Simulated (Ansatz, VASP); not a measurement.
## Ti: VASP beside Ansatz

Contents of INCAR:

```
PREC = Accurate
ENCUT = 520
EDIFF = 1E-7
ISMEAR = 0
SIGMA = 0.15
LREAL = F
LASPH = T
NELM = 60
ALGO = Fast
ISIF = 2
LWAVE = F
LCHARG = F
GGA = PE
NBANDS = 12
```

Contents of KPOINTS:

```
Automatic mesh
0
Gamma
  20 20 20
```

POSCAR

```
Ti
1.0
   -1.6276186075      1.6276186075      1.7089995379
    1.6276186075     -1.6276186075      1.7089995379
    1.6276186075      1.6276186075     -1.7089995379
Ti
1
Direct
    0.0000000000      0.0000000000      0.0000000000
```

Input for Ansatz:

```yaml
crystal:
  lattice:
    - [-1.6276186075, 1.6276186075, 1.7089995379]
    - [1.6276186075, -1.6276186075, 1.7089995379]
    - [1.6276186075, 1.6276186075, -1.7089995379]
  atoms:
    - { symbol: Ti, position: [0.0, 0.0, 0.0] }
basis:
  ecutwfc: 520.0
kpoints:
  mp_grid: { grid: [20, 20, 20] }
hamiltonian:
  xc: pbe
  pseudopotentials: { kind: paw, azcp: { folder: soft_1 } }
scf:
  occupations: { method: gaussian, width: 0.15 }
output:
  forces: true
  stress: true
  eigenvalues: true
```

Change from the starting cell: engineering shear strain xy +0.0000, normal strain along z +0.0500.

Alike in both runs: task single point; functional PBE; k mesh 20 × 20 × 20; occupations gaussian, width 0.15 eV; no spin polarisation.

```csv
,VASP,Ansatz
version,VASP 6.6.1,Ansatz 0.2.0
potentials or method,"VASP PAW PBE potentials, release 64 (Ti_sv), cutoff 520 eV","scalar-relativistic, plane waves, PAW"
valence electrons in the cell,12,12
```

```csv
,VASP,Ansatz,Ansatz less VASP
gap on the k mesh at the Fermi level (eV),none,none,-
pressure (GPa),-4.8,-4.6,+0.21
"traceless stress, the component that is largest in VASP (GPa)",0.75,0.75,0.000
```

A gap of «none» marks a metal or a gap that the smearing closes.
